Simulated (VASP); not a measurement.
MgO:

```
Mg O
1.0
     5.21580    0.00000    0.00000
     0.00000    5.21580    0.00000
     0.00000    0.00000    5.21580
Mg O
4 4
Direct
  0.87500 0.87500 0.87500
  0.62500 0.12500 0.37500
  0.12500 0.37500 0.62500
  0.37500 0.62500 0.12500
  0.37500 0.37500 0.37500
  0.12500 0.62500 0.87500
  0.62500 0.87500 0.12500
  0.87500 0.12500 0.62500
```

The cell was built from a structure type or drawn by symmetry, and may not be a known phase.

- Program: VASP 6.6.1
- Task: relaxation of cell and atoms
- Functional: PBE
- Potentials or basis: VASP PAW PBE potentials, release 64 (Mg, O)
- Cutoff: 600 eV
- k mesh: 4 × 4 × 4
- Occupations: gaussian, width 0.1 eV
- Spin: no spin polarisation

At the start: pressure 8.1 GPa; volume 17.74 Å³/atom.

Question: How do energy, volume and symmetry change on relaxing?

Answer: Over 3 steps the energy falls by 42.4 meV/atom and the volume is 19.55 Å³/atom (+10.2 %); space group P4_132 (No. 213, to 0.1 Å) before and after.

Step by step:
```csv
step,energy change (eV),largest force (eV/Å),pressure (GPa),volume (Å³)
1,0.0000,0.0000,8.07,141.89
2,-0.3124,0.0000,-1.83,161.05
3,-0.3390,0.0000,0.03,156.44
```

Final structure:
```yaml
crystal:
  lattice:
    - [5.38823, 0.00000, 0.00000]
    - [0.00000, 5.38823, 0.00000]
    - [0.00000, 0.00000, 5.38823]
  atoms:
    - { symbol: Mg, position: [0.87500, 0.87500, 0.87500] }
    - { symbol: Mg, position: [0.62500, 0.12500, 0.37500] }
    - { symbol: Mg, position: [0.12500, 0.37500, 0.62500] }
    - { symbol: Mg, position: [0.37500, 0.62500, 0.12500] }
    - { symbol: O, position: [0.37500, 0.37500, 0.37500] }
    - { symbol: O, position: [0.12500, 0.62500, 0.87500] }
    - { symbol: O, position: [0.62500, 0.87500, 0.12500] }
    - { symbol: O, position: [0.87500, 0.12500, 0.62500] }
```
